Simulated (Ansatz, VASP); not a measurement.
# Two plane-wave programs on Cu

INCAR

```
SYSTEM = Cu
  ALGO = Fast
  EDIFF = 1E-7
  EDIFFG = -0.003
  ENCUT = 600
  GGA = PS
  IBRION = 2
  ISIF = 3
  ISMEAR = 0
  LASPH = .TRUE.
  LCHARG = .FALSE.
  LREAL = .FALSE.
  LWAVE = .FALSE.
  NELM = 80
  NSW = 80
  PREC = Accurate
  SIGMA = 0.1
```

KPOINTS

```
k-points
0
G
  38 38 38
  0 0 0
```

POSCAR

```
Cu
1.0
    0.0000000000      1.8050000000      1.8050000000
    1.8050000000      0.0000000000      1.8050000000
    1.8050000000      1.8050000000      0.0000000000
Cu
1
Direct
    0.0000000000      0.0000000000      0.0000000000
```

Input for Ansatz:

```yaml
crystal:
  lattice:
    - [0.0, 1.805, 1.805]
    - [1.805, 0.0, 1.805]
    - [1.805, 1.805, 0.0]
  atoms:
    - { symbol: Cu, position: [0.0, 0.0, 0.0] }
scf:
  occupations: { method: gaussian, width: 0.1 }
output:
  forces: true
  stress: true
  eigenvalues: true
  write_density: true
  write_potential: true
  elf: true
  volumetric_format: npy
kpoints:
  mp_grid: { grid: [38, 38, 38] }
hamiltonian:
  xc: pbesol
  pseudopotentials: { kind: paw, azcp: { folder: soft_1 } }
relax:
  f_tol: 0.003
  max_steps: 60
  cell: { stress_tol: 0.02 }
```

Alike in both runs: task relaxation of cell and atoms; functional PBEsol; k mesh 38 × 38 × 38; occupations gaussian, width 0.1 eV; no spin polarisation.

```csv
,VASP,Ansatz
version,VASP 6.6.1,Ansatz 0.2.0
potentials or method,"VASP PAW PBE potentials, release 64 (Cu)","scalar-relativistic, plane waves, PAW"
plane-wave cutoff (eV),600,420
valence electrons in the cell,11,19
```

Ansatz gave:

```
gap on the k mesh at the Fermi level, each at its own relaxed structure (eV)  : none
relaxed volume (Å³/atom)                                                      : 11.31
relaxed length of the cell vector where the two differ most in proportion (Å) : 2.519
```

Which values does VASP return?

gap on the k mesh at the Fermi level, each at its own relaxed structure (eV): none; relaxed volume (Å³/atom): 11.36; relaxed length of the cell vector where the two differ most in proportion (Å): 2.524.

VASP's potentials were made for PBE, not for PBEsol, and Ansatz warns of the same on its side. A gap of «none» marks a metal or a gap that the smearing closes. VASP's potentials hold 11 valence electrons a cell and Ansatz's 19, so a difference there can come from the potentials and not from the codes.
